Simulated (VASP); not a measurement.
## HPt3: relaxation of the atoms with PBEsol

The system is HPt3, a slab with vacuum.

```
Pt H
1.0
     2.77049    0.00000    0.00000
    -1.38524    2.39931    0.00000
     0.00000    0.00000   20.05177
Pt H
3 1
Cartesian
  1.3852 0.7998 4.0000
  0.0000 1.5995 6.2759
  0.0000 0.0000 8.5518
  0.0000 0.7998 9.9327
```

- Program: VASP 6.6.1
- Task: relaxation of the atoms
- Functional: PBEsol
- Potentials or basis: VASP PAW PBE potentials, release 64 (Pt, H)
- Cutoff: 520 eV
- k mesh: 12 × 12 × 1
- Occupations: gaussian, width 0.1 eV
- Spin: no spin polarisation
- Dipole correction: yes
- Atoms held fixed (from 0): [0, 1, 2]
- Further INCAR settings: ALGO = Normal; EDIFF = 1e-06; IBRION = 2; EDIFFG = -0.025; NSW = 36
- Atoms held along some axes (from 0): atom 3 along a and b

- Energy gained by relaxing: 0.2 meV/atom
- Ionic steps: 3
- Band gap on the k mesh: zero (an odd number of electrons rules out a gap without spin polarisation)

Step by step:
| step | energy change (eV) | largest force on free atoms (eV/Å) | pressure (GPa) |
| --- | --- | --- | --- |
| 1 | 0.0000 | 0.1565 | -2.89 |
| 2 | -0.0008 | 0.0604 | -2.80 |
| 3 | -0.0010 | 0.0013 | -2.75 |

Final structure:
```
CELL_PARAMETERS angstrom
2.77049 0.00000 0.00000
-1.38524 2.39931 0.00000
0.00000 0.00000 20.05177
ATOMIC_POSITIONS crystal
Pt 0.66667 0.33333 0.19948
Pt 0.33333 0.66667 0.31299
Pt 0.00000 0.00000 0.42648
H 0.16667 0.33333 0.49474
```

Levels at points of the mesh, in eV from the Fermi level:
```tsv
k point	band 13	band 14	band 15	band 16	band 17	band 18
(0.00, 0.00, 0.00)	-1.62	-1.54	-1.03	-1.00	-0.11	-0.11
(0.50, 0.00, 0.00)	0.10	0.32	0.44	0.64	2.34	2.55
(0.00, 0.50, 0.00)	0.11	0.31	0.33	0.64	1.93	2.83
```

Run time: 14 min on 1 thread of Intel Xeon 8259CL, on a shared host, peak memory 0.31 GiB.

Caveat: the highest band is partly filled, so the run has too few bands; the PAW data sets were made with another functional, which shifts forces and pressure a little; spin-orbit coupling is left out, which moves the levels of the heavy elements.
